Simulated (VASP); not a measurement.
# NbCd3 (P4/mmm) in VASP: single point with PBE

Aim: the single point of NbCd3 with PBE.

All numbers are computed with VASP 6.6.1; they aren't measurements. Logs are shortened: lines on timing, memory, paths and dates and some standing lists are left out, and cuts for length are marked.

### 1 The cell of the first run

Symmetry: P4/mmm, No. 123, tetragonal system. Conventional cell: a = 4.351 Å, b = 4.351 Å, c = 4.244 Å, α = 90.00°, β = 90.00°, γ = 90.00°. Cd (site symmetry mmm) has 8 Cd at 3.04 to 3.08 Å and 4 Nb at 3.04 Å within 4.0 Å. Within 4.0 Å of Cd (site symmetry 4/mmm) lie 8 Cd at 3.04 Å and 4 Nb at 3.08 Å. Within 4.0 Å of Nb (site symmetry 4/mmm) lie 12 Cd at 3.04 to 3.08 Å.

### 2 Single point, PBE

File POSCAR:

```
NbCd3
1.0
    4.3508070000      0.0000000000      0.0000000000
    0.0000000000      4.3508070000      0.0000000000
    0.0000000000      0.0000000000      4.2442810000
Cd Nb
3 1
Direct
    0.0000000000      0.5000000000      0.5000000000
    0.5000000000      0.0000000000      0.5000000000
    0.5000000000      0.5000000000      0.0000000000
    0.0000000000      0.0000000000      0.0000000000
```

File INCAR.step1:

```
SYSTEM = NbCd3
PREC = Accurate ; ENCUT = 520
EDIFF = 1E-6 ; ISMEAR = -1
SIGMA = 0.1 ; LREAL = .FALSE.
LASPH = .TRUE. ; NELM = 100
ALGO = Normal ; ISIF = 2
LWAVE = .FALSE. ; LCHARG = .TRUE.
LMAXMIX = 4 ; GGA = PE
NBANDS = 32
```

File KPOINTS.step1:

```
Automatic mesh
0
G
  8 8 8
  0 0 0
```

File INCAR.step2:

```
SYSTEM = NbCd3
PREC = Accurate ; ENCUT = 520
EDIFF = 1E-6 ; ISMEAR = -5
SIGMA = 0.1 ; LREAL = .FALSE.
LASPH = .TRUE. ; NELM = 100
ALGO = Normal ; ISIF = 2
LWAVE = .FALSE. ; LCHARG = .FALSE.
LMAXMIX = 4 ; GGA = PE
LORBIT = 10 ; NEDOS = 2001
ICHARG = 11
```

File KPOINTS.step2:

```
Automatic mesh
0
G
  12 12 12
  0 0 0
```

Potentials or basis: VASP PAW PBE potentials, release 64 (Cd, Nb_sv).

Launch:

```
cat potpaw_PBE.64/Cd/POTCAR potpaw_PBE.64/Nb_sv/POTCAR > POTCAR
cp INCAR.step1 INCAR
cp KPOINTS.step1 KPOINTS
mpirun -np 1 vasp_std > vasp.out
cp INCAR.step2 INCAR
cp KPOINTS.step2 KPOINTS
mpirun -np 1 vasp_std > vasp.out
```

OUTCAR:

```text
SYSTEM = NbCd3
   PREC = Accurate
   ENCUT = 520
   EDIFF = 1E-6
   ISMEAR = -5
   LREAL = .FALSE.
   LASPH = .TRUE.
   NELM = 100
   ISIF = 2
   GGA = PE
   LORBIT = 10
   ICHARG = 11

 ion  position               nearest neighbor table
   1  0.000  0.500  0.500-   3 3.04   4 3.04   3 3.04   4 3.04   4 3.04   4 3.04   3 3.04   3 3.04
                             2 3.08   2 3.08   2 3.08   2 3.08
   2  0.500  0.000  0.500-   3 3.04   4 3.04   3 3.04   4 3.04   3 3.04   3 3.04   4 3.04   4 3.04
                             1 3.08   1 3.08   1 3.08   1 3.08
   3  0.500  0.500  0.000-   1 3.04   2 3.04   1 3.04   2 3.04   2 3.04   2 3.04   1 3.04   1 3.04
                             4 3.08   4 3.08   4 3.08   4 3.08
   4  0.000  0.000  0.000-   1 3.04   2 3.04   1 3.04   2 3.04   1 3.04   1 3.04   2 3.04   2 3.04
                             3 3.08   3 3.08   3 3.08   3 3.08

  LATTYP: Found a simple tetragonal cell.
 ALAT       =     4.3508070000
 C/A-ratio  =     0.9755158066

  Lattice vectors:

 A1 = (   4.3508070000,   0.0000000000,   0.0000000000)
 A2 = (   0.0000000000,   4.3508070000,   0.0000000000)
 A3 = (   0.0000000000,   0.0000000000,   4.2442810000)

Analysis of symmetry for initial positions (statically):
=====================================================================
 Subroutine PRICEL returns:
 Original cell was already a primitive cell.

 Routine SETGRP: Setting up the symmetry group for a
 simple tetragonal supercell.

 Subroutine GETGRP returns: Found 16 space group operations
 (whereof 16 operations were pure point group operations)
 out of a pool of 16 trial point group operations.

The static configuration has the point symmetry D_4h.

Analysis of symmetry for dynamics (positions and initial velocities):
=====================================================================
 Subroutine PRICEL returns:
 Original cell was already a primitive cell.

 Routine SETGRP: Setting up the symmetry group for a
 simple tetragonal supercell.

 Subroutine GETGRP returns: Found 16 space group operations
 (whereof 16 operations were pure point group operations)
 out of a pool of 16 trial point group operations.

The dynamic configuration has the point symmetry D_4h.

 Subroutine INISYM returns: Found 16 space group operations
 (whereof 16 operations are pure point group operations),
 and found     1 'primitive' translations

----------------------------------------------------------------------------------------

                                     Primitive cell

  volume of cell :      80.3422

  direct lattice vectors                    reciprocal lattice vectors
     4.350807000  0.000000000  0.000000000     0.229842418  0.000000000  0.000000000
     0.000000000  4.350807000  0.000000000     0.000000000  0.229842418  0.000000000
     0.000000000  0.000000000  4.244281000     0.000000000  0.000000000  0.235611167

  length of vectors
     4.350807000  4.350807000  4.244281000     0.229842418  0.229842418  0.235611167

  position of ions in fractional coordinates (direct lattice)
     0.000000000  0.500000000  0.500000000
     0.500000000  0.000000000  0.500000000
     0.500000000  0.500000000  0.000000000
     0.000000000  0.000000000  0.000000000

  ion indices of the primitive-cell ions
   primitive index   ion index
                 1           1
                 2           2
                 3           3
                 4           4

----------------------------------------------------------------------------------------

 KPOINTS: Automatic mesh

Automatic generation of k-mesh.
 Grid dimensions read from file:
 generate k-points for:   12   12   12

 Generating k-lattice:

  Cartesian coordinates                     Fractional coordinates (reciprocal lattice)
     0.019153535  0.000000000  0.000000000     0.083333333  0.000000000  0.000000000
     0.000000000  0.019153535  0.000000000     0.000000000  0.083333333  0.000000000
     0.000000000  0.000000000  0.019634264     0.000000000  0.000000000  0.083333333

  Length of vectors
     0.019153535  0.019153535  0.019634264

  Shift w.r.t. Gamma in fractional coordinates (k-lattice)
     0.000000000  0.000000000  0.000000000

 TETIRR: Found   2592 inequivalent tetrahedra from    10368

 Subroutine IBZKPT returns following result:
 ===========================================

 Found    196 irreducible k-points:

 Following reciprocal coordinates:
            Coordinates               Weight
  0.000000  0.000000  0.000000      1.000000
  0.083333  0.000000  0.000000      4.000000
  0.166667  0.000000  0.000000      4.000000
  0.250000  0.000000  0.000000      4.000000
  0.333333  0.000000  0.000000      4.000000
  0.416667  0.000000  0.000000      4.000000
[... 16 lines left out ...]
  0.333333  0.333333  0.000000      4.000000
  0.416667  0.333333  0.000000      8.000000
 [... further k-points ...]
   k-points           NKPTS =    196   k-points in BZ     NKDIM =    196   number of bands    NBANDS=     29
   number of dos      NEDOS =   2001   number of ions     NIONS =      4
   total plane-waves  NPLWV =  32768
   dimension x,y,z NGX =    32 NGY =   32 NGZ =   32
   dimension x,y,z NGXF=    64 NGYF=   64 NGZF=   64
   ions per type =               3   1
   NGX,Y,Z   is equivalent  to a cutoff of  12.23, 12.23, 12.53 a.u.
   NGXF,Y,Z  is equivalent  to a cutoff of  24.45, 24.45, 25.07 a.u.
 SYSTEM =  NbCd3
   PREC   = accura    normal or accurate (medium, high low for compatibility)
   ISTART =      0    job   : 0-new  1-cont  2-samecut
   ICHARG =     11    charge: 1-file 2-atom 10-const
   ISPIN  =      1    spin polarized calculation?
   LNONCOLLINEAR =      F non collinear calculations
   LSORBIT =      F    spin-orbit coupling
   LASPH  =      T    aspherical Exc in radial PAW
   ENCUT  =  520.0 eV  38.22 Ry    6.18 a.u.   8.09  8.09  7.89*2*pi/ulx,y,z
   NELM   =    100;   NELMIN=  2; NELMDL=  0     # of ELM steps
   EDIFF  = 0.1E-05   stopping-criterion for ELM
   LREAL  =      F    real-space projection
   EDIFFG = 0.1E-04   stopping-criterion for IOM
   NSW    =      0    number of steps for IOM
   IBRION =     -1    ionic relax: 0-MD 1-quasi-New 2-CG
   NFREE  =      0    steps in history (QN), initial steepest desc. (CG)
   ISIF   =      2    stress and relaxation
   ISYM   =      2    0-nonsym 1-usesym 2-fastsym
   POTIM  = 0.5000    time-step for ionic-motion
   TEBEG  =    0.0;   TEEND  =   0.0 temperature during run
   PSTRESS=    0.0 pullay stress
   NELECT =      49.0000    total number of electrons
   NUPDOWN=      -1.0000    fix difference up-down
   EMIN   =  10.00;   EMAX   =-10.00  energy-range for DOS
   EFERMI =   0.00;   METHOD = LEGACY
   ISMEAR =    -5;   SIGMA  =   0.10  broadening in eV -4-tet -1-fermi 0-gaus
   EFERMI_NEDOS =   21; number of points for ismear=-14 and -15
   IALGO  =     38    algorithm
   IMIX   =      4    mixing-type and parameters
     AMIX     =   0.40;   BMIX     =  1.00
     AMIX_MAG =   1.60;   BMIX_MAG =  1.00
  volume/ion in A,a.u.               =      20.09       135.54
  Fermi-wavevector in a.u.,A,eV,Ry     =   1.388329  2.623561 26.224635  1.927456
  Thomas-Fermi vector in A             =   2.512465
   LORBIT       =     10    0 simple, 1 ext, 2 COOP (PROOUT), +10 PAW based schemes
   GGA     = PE    functional components
   LHFCALC =     F    Hartree Fock is set to
   AEXX    =    0.0000 exact exchange contribution
   IVDW    =     0    specifies the selected vdW correction
   LEPSILON=     F    determine dielectric tensor
   LRPA    =     F    only Hartree local field effects (RPA)
 non-spin polarized calculation
 Fermi weights with tetrahedron method with Bloechl corrections
  energy-cutoff  :      520.00
  volume of cell :       80.34
 maximum number of plane-waves:      2208

 number of electron      48.9999985 magnetization

 Free energy of the ion-electron system (eV)
  ---------------------------------------------------
  ext. energy  EPLUGINS =         0.00000000
  ---------------------------------------------------
  free energy    TOTEN  =       -11.87146213 eV

  energy without entropy =      -11.87146213  energy(sigma->0) =      -11.87146213

 E-fermi :   4.6427     XC(G=0): -11.5730

 val. band max:        4.6873712881   @ k =   0.1667   0.0833   0.0833
 cond. band min:       4.6443811354   @ k =   0.4167   0.3333   0.4167
 fundamental gap:     -0.0429901527
 Fermi energy:         4.6426892615

 k-point     1 :       0.0000    0.0000    0.0000
  band No.  band energies     occupation
      1     -50.3598      2.00000
      2     -26.4121      2.00000
      3     -26.4121      2.00000
      4     -26.3906      2.00000
      5      -4.7675      2.00000
      6      -4.5901      2.00000
[... 21 lines left out ...]
     28       5.8045      0.00000
     29       9.6562      0.00000

 k-point     2 :       0.0833    0.0000    0.0000
  band No.  band energies     occupation
      1     -50.3598      2.00000
      2     -26.4131      2.00000
      3     -26.4121      2.00000
      4     -26.3906      2.00000
      5      -4.7463      2.00000
      6      -4.5823      2.00000
[... 21 lines left out ...]
     28       6.0440      0.00000
     29       9.6493      0.00000

 k-point     3 :       0.1667    0.0000    0.0000
  band No.  band energies     occupation
      1     -50.3597      2.00000
      2     -26.4158      2.00000
      3     -26.4122      2.00000
      4     -26.3907      2.00000
      5      -4.6856      2.00000
      6      -4.5603      2.00000
[... 21 lines left out ...]
     28       6.5114      0.00000
     29       9.1431      0.00000

 k-point     4 :       0.2500    0.0000    0.0000
  band No.  band energies     occupation
      1     -50.3596      2.00000
      2     -26.4195      2.00000
      3     -26.4123      2.00000
      4     -26.3909      2.00000
      5      -4.5942      2.00000
      6      -4.5282      2.00000
[... 597 lines left out ...]
     28       7.1763      0.00000
     29       9.3264      0.00000

 k-point    23 :       0.3333    0.3333    0.0000
  band No.  band energies     occupation
      1     -50.3593      2.00000
      2     -26.4225      2.00000
      3     -26.4215      2.00000
      4     -26.3916      2.00000
      5      -4.3173      2.00000
      6      -4.2826      2.00000
[... 21 lines left out ...]
     28       7.3431      0.00000
     29       9.3189      0.00000

 k-point    24 :       0.4167    0.3333    0.0000
  band No.  band energies     occupation
      1     -50.3592      2.00000
      2     -26.4244      2.00000
      3     -26.4217      2.00000
      4     -26.3917      2.00000
      5      -4.2417      2.00000
      6      -4.2320      2.00000
[... 21 lines left out ...]
     28       7.0417      0.00000
     29       9.8045      0.00000

 [... further k-points ...]
[... 5 lines left out ...]
  --------------------------------------------------------------------------------------
  -------------------------------------------------------------------------------------
  Total       -0.4107108     -0.4107108      0.3468388      0.0000000      0.0000000     -0.0000000
  in kB       -8.1903583     -8.1903583      6.9166301      0.0000000      0.0000000     -0.0000000
  external PRESSURE =      -3.1546955 kB  Pullay stress =       0.0000000 kB

 VOLUME and BASIS-vectors are now :
 -----------------------------------------------------------------------------
  energy-cutoff  :      520.00
  volume of cell :       80.34
      direct lattice vectors                 reciprocal lattice vectors
     4.350807000  0.000000000  0.000000000     0.229842418  0.000000000  0.000000000
     0.000000000  4.350807000  0.000000000     0.000000000  0.229842418  0.000000000
     0.000000000  0.000000000  4.244281000     0.000000000  0.000000000  0.235611167

 POSITION                                       TOTAL-FORCE (eV/Angst)
 -----------------------------------------------------------------------------------
      0.00000      2.17540      2.12214         0.000000      0.000000      0.000000
      2.17540      0.00000      2.12214         0.000000      0.000000      0.000000
      2.17540      2.17540      0.00000         0.000000      0.000000      0.000000
      0.00000      0.00000      0.00000         0.000000      0.000000      0.000000
 -----------------------------------------------------------------------------------
    total drift:                                0.000000     -0.000000     -0.000000

  FREE ENERGIE OF THE ION-ELECTRON SYSTEM (eV)
  ---------------------------------------------------
  free  energy   TOTEN  =       -11.8714621323 eV

  energy  without entropy=      -11.8714621323  energy(sigma->0) =      -11.87146213

 total charge

# of ion       s       p       d       tot
------------------------------------------
    1        0.537   0.386   9.465  10.389
    2        0.537   0.386   9.465  10.389
    3        0.535   0.379   9.467  10.382
    4        2.120   5.958   2.440  10.519
--------------------------------------------------
tot          3.731   7.109  30.838  41.677
```

Wall time 2.7 min (1 thread of Intel Xeon Platinum 8488C (Sapphire Rapids), shared host); peak memory 0.47 GiB.

What came out:

```
Valence electrons inside the program's atomic spheres : Cd 10.39, 10.38 (each value once); Nb 10.52
```

Levels at points of the mesh, in eV from the Fermi level:
| k point | band 21 | band 22 | band 23 | band 24 | band 25 | band 26 | band 27 | band 28 |
| --- | --- | --- | --- | --- | --- | --- | --- | --- |
| (0.00, 0.00, 0.00) | -1.04 | -0.86 | 0.15 | 0.15 | 0.51 | 1.08 | 1.16 | 1.16 |
| (0.50, 0.00, 0.00) | -5.66 | -0.84 | -0.72 | -0.71 | 0.92 | 1.10 | 2.98 | 3.86 |
| (0.50, 0.50, 0.00) | -3.23 | -3.23 | -2.97 | -0.23 | -0.23 | 1.01 | 1.54 | 2.07 |
| (0.00, 0.00, 0.50) | -5.59 | -0.87 | -0.87 | -0.78 | 1.02 | 1.14 | 2.82 | 3.97 |
| (0.50, 0.00, 0.50) | -3.12 | -3.06 | -2.96 | -0.35 | -0.27 | 1.12 | 1.72 | 2.02 |
| (0.50, 0.50, 0.50) | -2.43 | -2.33 | -2.11 | -1.13 | -1.13 | -1.04 | 1.38 | 1.44 |
